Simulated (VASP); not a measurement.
# WS2 (R3m) in VASP: notebook

Runs on WS2. Level: PBEsol. Tasks: single point.

Everything below comes from runs of VASP 6.6.1. Logs are shortened: lines on timing, memory, paths and dates and some standing lists are left out, and cuts for length are marked.

## 1. The cell of the first run

It takes space group R3m (No. 160, trigonal). Conventional cell: a = 3.158 Å, b = 3.158 Å, c = 18.490 Å, α = 90.00°, β = 90.00°, γ = 120.00°. Within 3.2 Å of W (site symmetry 3m) lie 6 S at 2.39 to 2.42 Å and 6 W at 3.16 Å. Within 3.2 Å of S (site symmetry 3m) lie 3 W at 2.39 Å and 7 S at 3.13 to 3.16 Å. S (site symmetry 3m) has 3 W at 2.42 Å and 7 S at 3.13 to 3.16 Å within 3.2 Å.

## 2. Single point, PBEsol

Contents of INCAR:

```
PREC     = Accurate       # precision mode
ENCUT    = 520            # plane-wave cutoff, eV
EDIFF    = 1E-6           # SCF threshold, eV
ISMEAR   = -1             # smearing method
SIGMA    = 0.05           # smearing width, eV
LREAL    = F              # projectors in reciprocal space
LASPH    = T              # aspherical terms in the spheres
NELM     = 60             # most SCF steps
ALGO     = Normal         # electronic algorithm
ISIF     = 2              # what is computed and relaxed
LWAVE    = F              # write WAVECAR
LCHARG   = T              # write CHGCAR
GGA      = PS             # functional
LELF     = T              # ELF
LVHAR    = T            
NBANDS   = 20             # bands
```

Contents of KPOINTS:

```
Automatic mesh
0
Gamma
  5 5 5
```

Contents of POSCAR:

```
WS2
1.0
    1.5790000000      0.9116360800      6.1633333300
   -1.5790000000      0.9116360800      6.1633333300
    0.0000000000     -1.8232721500      6.1633333300
W S
1 2
Direct
    0.0000000000      0.0000000000      0.0000000000
    0.2497000000      0.2497000000      0.2497000000
    0.4190000000      0.4190000000      0.4190000000
```

Potentials or basis: VASP PAW PBE potentials, release 64 (W_sv, S).

Started as:

```sh
$ cat potpaw_PBE.64/W_sv/POTCAR potpaw_PBE.64/S/POTCAR > POTCAR
$ mpirun -np 1 vasp_std > vasp.out
```

OUTCAR:

```text
PREC = Accurate
   ENCUT = 520
   EDIFF = 1E-6
   ISMEAR = -1
   LREAL = F
   LASPH = T
   NELM = 60
   ISIF = 2
   GGA = PS

 ion  position               nearest neighbor table
   1  0.000  0.000  0.000-   2 2.39   2 2.39   2 2.39   3 2.42   3 2.42   3 2.42
   2  0.250  0.250  0.250-   1 2.39   1 2.39   1 2.39
   3  0.419  0.419  0.419-   1 2.42   1 2.42   1 2.42

  LATTYP: Found a trigonal (rhomboedric) cell.
 ALAT       =     6.4273633069
 COS(alpha) =     0.8792940833

  Lattice vectors:

 A1 = (   1.5790000000,   0.9116360800,   6.1633333300)
 A2 = (  -1.5790000000,   0.9116360800,   6.1633333300)
 A3 = (   0.0000000000,  -1.8232721500,   6.1633333300)

Analysis of symmetry for initial positions (statically):
=====================================================================
 Subroutine PRICEL returns:
 Original cell was already a primitive cell.

 Routine SETGRP: Setting up the symmetry group for a
 trigonal (rhombohedral) supercell.

 Subroutine GETGRP returns: Found  6 space group operations
 (whereof  6 operations were pure point group operations)
 out of a pool of 12 trial point group operations.

The static configuration has the point symmetry C_3v.

Analysis of symmetry for dynamics (positions and initial velocities):
=====================================================================
 Subroutine PRICEL returns:
 Original cell was already a primitive cell.

 Routine SETGRP: Setting up the symmetry group for a
 trigonal (rhombohedral) supercell.

 Subroutine GETGRP returns: Found  6 space group operations
 (whereof  6 operations were pure point group operations)
 out of a pool of 12 trial point group operations.

The dynamic configuration has the point symmetry C_3v.

 Subroutine INISYM returns: Found  6 space group operations
 (whereof  6 operations are pure point group operations),
 and found     1 'primitive' translations

----------------------------------------------------------------------------------------

                                     Primitive cell

  volume of cell :      53.2317

  direct lattice vectors                    reciprocal lattice vectors
     1.579000000  0.911636080  6.163333330     0.316656111  0.182821491  0.054083288
    -1.579000000  0.911636080  6.163333330    -0.316656111  0.182821491  0.054083288
     0.000000000 -1.823272150  6.163333330     0.000000000 -0.365642982  0.054083288

  length of vectors
     6.427363307  6.427363307  6.427363306     0.369621147  0.369621147  0.369621147

  position of ions in fractional coordinates (direct lattice)
     0.000000000  0.000000000  0.000000000
     0.249700000  0.249700000  0.249700000
     0.419000000  0.419000000  0.419000000

  ion indices of the primitive-cell ions
   primitive index   ion index
                 1           1
                 2           2
                 3           3

----------------------------------------------------------------------------------------

 KPOINTS: Automatic mesh

Automatic generation of k-mesh.
 Grid dimensions read from file:
 generate k-points for:    5    5    5

 Generating k-lattice:

  Cartesian coordinates                     Fractional coordinates (reciprocal lattice)
     0.063331222  0.036564298  0.010816658     0.200000000  0.000000000  0.000000000
    -0.063331222  0.036564298  0.010816658     0.000000000  0.200000000  0.000000000
     0.000000000 -0.073128596  0.010816658     0.000000000  0.000000000  0.200000000

  Length of vectors
     0.073924229  0.073924229  0.073924229

  Shift w.r.t. Gamma in fractional coordinates (k-lattice)
     0.000000000  0.000000000  0.000000000

 Subroutine IBZKPT returns following result:
 ===========================================

 Found     19 irreducible k-points:

 Following reciprocal coordinates:
            Coordinates               Weight
  0.000000  0.000000  0.000000      1.000000
  0.200000 -0.000000  0.000000      6.000000
  0.400000  0.000000  0.000000      6.000000
  0.200000  0.200000 -0.000000      6.000000
  0.400000  0.200000  0.000000     12.000000
 -0.400000  0.200000  0.000000     12.000000
[... 11 lines left out ...]
  0.400000  0.400000  0.400000      2.000000
 -0.400000  0.400000  0.400000      6.000000
   k-points           NKPTS =     19   k-points in BZ     NKDIM =     19   number of bands    NBANDS=     20
   number of dos      NEDOS =    301   number of ions     NIONS =      3
   total plane-waves  NPLWV = 110592
   dimension x,y,z NGX =    48 NGY =   48 NGZ =   48
   dimension x,y,z NGXF=    96 NGYF=   96 NGZF=   96
   ions per type =               1   2
   NGX,Y,Z   is equivalent  to a cutoff of  12.42, 12.42, 12.42 a.u.
   NGXF,Y,Z  is equivalent  to a cutoff of  24.83, 24.83, 24.83 a.u.
 SYSTEM =  unknown system
   PREC   = accura    normal or accurate (medium, high low for compatibility)
   ISTART =      0    job   : 0-new  1-cont  2-samecut
   ICHARG =      2    charge: 1-file 2-atom 10-const
[... 81 lines left out ...]
     19      15.7865      0.00000
     20      16.3458      0.00000

 k-point     3 :       0.4000    0.0000    0.0000
  band No.  band energies     occupation
      1     -67.1768      2.00000
      2     -31.6118      2.00000
      3     -31.4006      2.00000
      4     -31.3594      2.00000
      5      -6.2592      2.00000
      6      -5.6837      2.00000
[... 12 lines left out ...]
     19      14.0941      0.00000
     20      14.8127      0.00000

 k-point     4 :       0.2000    0.2000   -0.0000
  band No.  band energies     occupation
      1     -67.1874      2.00000
      2     -31.4387      2.00000
      3     -31.4099      2.00000
      4     -31.3115      2.00000
      5      -7.5765      2.00000
      6      -6.0956      2.00000
[... 12 lines left out ...]
     19      15.7572      0.00000
     20      16.0045      0.00000

 k-point     5 :       0.4000    0.2000    0.0000
  band No.  band energies     occupation
      1     -67.1788      2.00000
      2     -31.5414      2.00000
      3     -31.4079      2.00000
      4     -31.3838      2.00000
      5      -6.5314      2.00000
      6      -5.7996      2.00000
[... 12 lines left out ...]
     19      15.3481      0.00000
     20      15.9991      0.00000

 k-point     6 :      -0.4000    0.2000    0.0000
  band No.  band energies     occupation
      1     -67.1735      2.00000
      2     -31.6037      2.00000
      3     -31.4460      2.00000
      4     -31.3889      2.00000
      5      -5.7466      2.00000
      6      -5.5198      2.00000
[... 12 lines left out ...]
     19      15.6194      0.00000
     20      16.1254      0.00000

 k-point     7 :      -0.2000    0.2000    0.0000
  band No.  band energies     occupation
      1     -67.1788      2.00000
      2     -31.5414      2.00000
      3     -31.4079      2.00000
      4     -31.3838      2.00000
      5      -6.5819      2.00000
      6      -5.7313      2.00000
[... 12 lines left out ...]
     19      15.3224      0.00000
     20      15.8443      0.00000
[... 162 lines left out ...]
 k-point    15 :      -0.4000    0.4000    0.2000
  band No.  band energies     occupation
      1     -67.1788      2.00000
      2     -31.5414      2.00000
      3     -31.4080      2.00000
      4     -31.3838      2.00000
      5      -6.4226      2.00000
      6      -5.9365      2.00000
[... 12 lines left out ...]
     19      15.4901      0.00000
     20      16.4496      0.00000

 k-point    16 :      -0.2000    0.4000    0.2000
  band No.  band energies     occupation
      1     -67.1735      2.00000
      2     -31.6038      2.00000
      3     -31.4460      2.00000
      4     -31.3889      2.00000
      5      -5.7186      2.00000
      6      -5.5528      2.00000
[... 12 lines left out ...]
     19      14.7198      0.00000
     20      16.4956      0.00000

 k-point    17 :      -0.4000   -0.4000    0.2000
  band No.  band energies     occupation
      1     -67.1768      2.00000
      2     -31.6118      2.00000
      3     -31.4006      2.00000
      4     -31.3594      2.00000
      5      -6.1225      2.00000
      6      -5.8477      2.00000
[... 12 lines left out ...]
     19      14.4639      0.00000
     20      15.8100      0.00000

 k-point    18 :       0.4000    0.4000    0.4000
  band No.  band energies     occupation
      1     -67.1939      2.00000
      2     -31.4621      2.00000
      3     -31.2816      2.00000
      4     -31.2816      2.00000
      5      -8.0531      2.00000
      6      -6.6366      2.00000
[... 12 lines left out ...]
     19      15.5968      0.00000
     20      16.9747      0.00000

 k-point    19 :      -0.4000    0.4000    0.4000
  band No.  band energies     occupation
      1     -67.1873      2.00000
      2     -31.4388      2.00000
      3     -31.4099      2.00000
      4     -31.3115      2.00000
      5      -7.3862      2.00000
      6      -6.4016      2.00000
[... 12 lines left out ...]
     19      15.5452      0.00000
     20      16.2705      0.00000

------------------------ aborting loop because EDIFF is reached ----------------------------------------

  FORCE on cell =-STRESS in cart. coord.  units (eV):
  Direction    XX          YY          ZZ          XY          YZ          ZX
  --------------------------------------------------------------------------------------
  -------------------------------------------------------------------------------------
  Total       -0.2855146     -0.2855146      0.0600625      0.0000000      0.0000000     -0.0000000
  in kB       -8.5934654     -8.5934655      1.8077722      0.0000000      0.0000000     -0.0000000
  external PRESSURE =      -5.1263862 kB  Pullay stress =       0.0000000 kB

 VOLUME and BASIS-vectors are now :
 -----------------------------------------------------------------------------
  energy-cutoff  :      520.00
  volume of cell :       53.23
      direct lattice vectors                 reciprocal lattice vectors
     1.579000000  0.911636080  6.163333330     0.316656111  0.182821491  0.054083288
    -1.579000000  0.911636080  6.163333330    -0.316656111  0.182821491  0.054083288
     0.000000000 -1.823272150  6.163333330     0.000000000 -0.365642982  0.054083288

 POSITION                                       TOTAL-FORCE (eV/Angst)
 -----------------------------------------------------------------------------------
      0.00000      0.00000      0.00000         0.000000      0.000000      0.598698
      0.00000      0.00000      4.61695         0.000000     -0.000000     -0.249637
      0.00000      0.00000      7.74731         0.000000     -0.000000     -0.349061
 -----------------------------------------------------------------------------------
    total drift:                               -0.000000      0.000000      0.000008

  FREE ENERGIE OF THE ION-ELECTRON SYSTEM (eV)
  ---------------------------------------------------
  free  energy   TOTEN  =       -25.2638052212 eV

  energy  without entropy=      -25.2638039158  energy(sigma->0) =      -25.26380457
```

Run time: 61 s. Hardware: 1 thread of Intel Xeon Platinum 8259CL at 2.50GHz (Skylake/Cascade Lake), shared host; peak memory 0.3 GiB.

What came out:

- Free energy: -25.2638 eV
- Pressure: -0.5 GPa
- Largest force: 0.599 eV/Å
- Band gap on the k mesh: 1.08 eV (least direct gap 2.34 eV)

Forces on the atoms (eV/Å):
```
W    0.000  0.000  0.599
S    0.000  0.000 -0.250
S    0.000  0.000 -0.349
```

Caveat: the k points lie up to 0.46 Å⁻¹ apart; the PAW data sets were made with another functional, which shifts forces and pressure a little; spin-orbit coupling is left out, which moves the levels of the heavy elements; an odd mesh through Γ misses points on the zone boundary, where band edges can lie.

## 3. Single point, PBEsol

Changes to INCAR since step 2:

```diff
@@ -7,3 +7,3 @@
 LASPH    = T              # aspherical terms in the spheres
-NELM     = 60             # most SCF steps
+NELM     = 100            # most SCF steps
 ALGO     = Normal         # electronic algorithm
@@ -11,6 +11,4 @@
 LWAVE    = F              # write WAVECAR
-LCHARG   = T              # write CHGCAR
+LCHARG   = F              # write CHGCAR
 GGA      = PS             # functional
-LELF     = T              # ELF
-LVHAR    = T            
 NBANDS   = 20             # bands
```

Contents of KPOINTS:

```
Automatic mesh
0
Gamma
  7 7 7
```

POSCAR is that of step 2.

Potentials or basis: VASP PAW PBE potentials, release 64 (W_sv, S).

Started as:

```sh
$ cat potpaw_PBE.64/W_sv/POTCAR potpaw_PBE.64/S/POTCAR > POTCAR
$ mpirun -np 1 vasp_std > vasp.out
```

It took 2.1 min on 1 thread of Intel Xeon Platinum 8259CL at 2.50GHz (Skylake/Cascade Lake), shared host; peak memory 0.32 GiB.

It converged, with:

```yaml
Free_energy: -25.2644 eV
Pressure: -0.5 GPa
Largest_force: 0.602 eV/Å
Band_gap_on_the_k_mesh: 1.11 eV (least direct gap 2.32 eV)
```

Forces in eV/Å, atoms in the order of the input:
```
W    0.000  0.000  0.602
S    0.000  0.000 -0.250
S    0.000  0.000 -0.352
```

Stress tensor (GPa, compression positive):
```
-0.87  0.00  0.00
 0.00 -0.87  0.00
 0.00  0.00  0.18
```

Levels at points of the mesh, in eV from the valence-band top:
```csv
k point,band 11,band 12,band 13,band 14,band 15,band 16
"(0.00, 0.00, 0.00)",-2.26,-1.54,-1.20,2.22,2.22,2.58
```

Caveat: the PAW data sets were made with another functional, which shifts forces and pressure a little; spin-orbit coupling is left out, which moves the levels of the heavy elements; an odd mesh through Γ misses points on the zone boundary, where band edges can lie. A hybrid or GW would open this gap; PBEsol tends to underestimate it.

## 4. Single point, PBEsol

Contents of INCAR:

```
ALGO = Normal ; EDIFF = 1E-7
ENCUT = 520 ; GGA = PS
ISIF = 2 ; ISMEAR = -1
LASPH = T ; LCHARG = F
LREAL = F ; LWAVE = F
NBANDS = 20 ; NELM = 60
PREC = Accurate ; SIGMA = 0.05
```

Contents of KPOINTS:

```
k-points
0
Gamma
  8 8 8
```

POSCAR is that of step 3.

Started as:

```sh
$ cat potpaw_PBE.64/W_sv/POTCAR potpaw_PBE.64/S/POTCAR > POTCAR
$ mpirun -np 1 vasp_std > vasp.out
```

Wall time 3.4 min (1 thread of Intel Xeon Platinum 8259CL at 2.50GHz (Skylake/Cascade Lake), shared host); peak memory 0.34 GiB.

It converged, with:

```
Free energy            : -25.2632 eV
Pressure               : -0.5 GPa
Largest force          : 0.602 eV/Å
Band gap on the k mesh : 1.14 eV (least direct gap 2.31 eV)
```

Forces on the atoms (eV/Å):
```
W    0.000  0.000  0.602
S    0.000  0.000 -0.253
S    0.000  0.000 -0.349
```

Stress tensor (GPa, compression positive):
```
-0.87  0.00  0.00
 0.00 -0.87  0.00
 0.00  0.00  0.21
```

Levels at points of the mesh, in eV from the valence-band top:
```tsv
k point	band 10	band 11	band 12	band 13	band 14	band 15	band 16	band 17
(0.00, 0.00, 0.00)	-2.28	-2.28	-1.57	-1.23	2.19	2.19	2.55	2.55
(0.50, 0.00, 0.00)	-4.16	-2.58	-1.80	-1.74	2.30	2.59	3.60	3.88
(0.50, 0.50, 0.00)	-4.08	-3.19	-2.00	-1.56	2.25	2.70	3.20	4.39
(0.50, 0.50, 0.50)	-3.56	-2.25	-2.25	0.00	2.31	2.31	2.39	2.39
```

Caveat: the PAW data sets were made with another functional, which shifts forces and pressure a little; spin-orbit coupling is left out, which moves the levels of the heavy elements.

## 5. Single point, PBEsol

Contents of INCAR:

```
PREC = Accurate
ENCUT = 520
EDIFF = 1E-6
ISMEAR = -1
SIGMA = 0.05
LREAL = F
LASPH = T
NELM = 80
ALGO = Normal
ISIF = 2
LWAVE = F
LCHARG = F
GGA = PS
NBANDS = 20
```

Contents of KPOINTS:

```
Automatic mesh
0
Gamma
  10 10 10
```

POSCAR is that of step 4.

Started as:

```sh
$ cat potpaw_PBE.64/W_sv/POTCAR potpaw_PBE.64/S/POTCAR > POTCAR
$ mpirun -np 1 vasp_std > vasp.out
```

Run time: 5.2 min. Hardware: 1 thread of Intel Xeon Platinum 8259CL at 2.50GHz (Skylake/Cascade Lake), shared host; peak memory 0.38 GiB.

It converged, with:

* Free energy: -25.2634 eV
* Pressure: -0.5 GPa
* Largest force: 0.602 eV/Å
* Band gap on the k mesh: 1.03 eV (least direct gap 2.24 eV)

Forces on the atoms (eV/Å):
```
W    0.000  0.000  0.602
S    0.000  0.000 -0.251
S    0.000  0.000 -0.350
```

Stress tensor (GPa, compression positive):
```
-0.87  0.00  0.00
 0.00 -0.87  0.00
 0.00  0.00  0.20
```

Levels at points of the mesh, in eV from the valence-band top:
```
           k point  band 10  band 11  band 12  band 13  band 14  band 15  band 16  band 17
(0.00, 0.00, 0.00)    -2.28    -2.28    -1.57    -1.23     2.19     2.19     2.55     2.55
(0.50, 0.00, 0.00)    -4.16    -2.58    -1.80    -1.74     2.30     2.59     3.60     3.88
(0.50, 0.50, 0.00)    -4.08    -3.19    -2.00    -1.56     2.25     2.70     3.20     4.39
(0.50, 0.50, 0.50)    -3.56    -2.25    -2.25     0.00     2.31     2.31     2.39     2.39
```

Caveat: the PAW data sets were made with another functional, which shifts forces and pressure a little; spin-orbit coupling is left out, which moves the levels of the heavy elements.

## 6. Overview

```csv
k mesh,gap on the mesh (eV),pressure (GPa),largest force (eV/Å)
5 × 5 × 5,1.08,-0.5,0.60
7 × 7 × 7,1.11,-0.5,0.60
8 × 8 × 8,1.14,-0.5,0.60
10 × 10 × 10,1.03,-0.5,0.60
```

Alike in all rows: task single point; level PBEsol; potentials or basis VASP PAW PBE potentials, release 64 (W_sv, S); no spin polarisation; cell as given; cutoff (eV) 520; smearing fermi-dirac 0.05 eV.

Caveats: some runs use coarse meshes; the PAW data sets were made with another functional, which shifts forces and pressure a little; spin-orbit coupling is left out, which moves the levels of the heavy elements; an odd mesh through Γ misses points on the zone boundary, where band edges can lie (at least some runs).

Absolute energies hang on the potentials; compare differences alone.
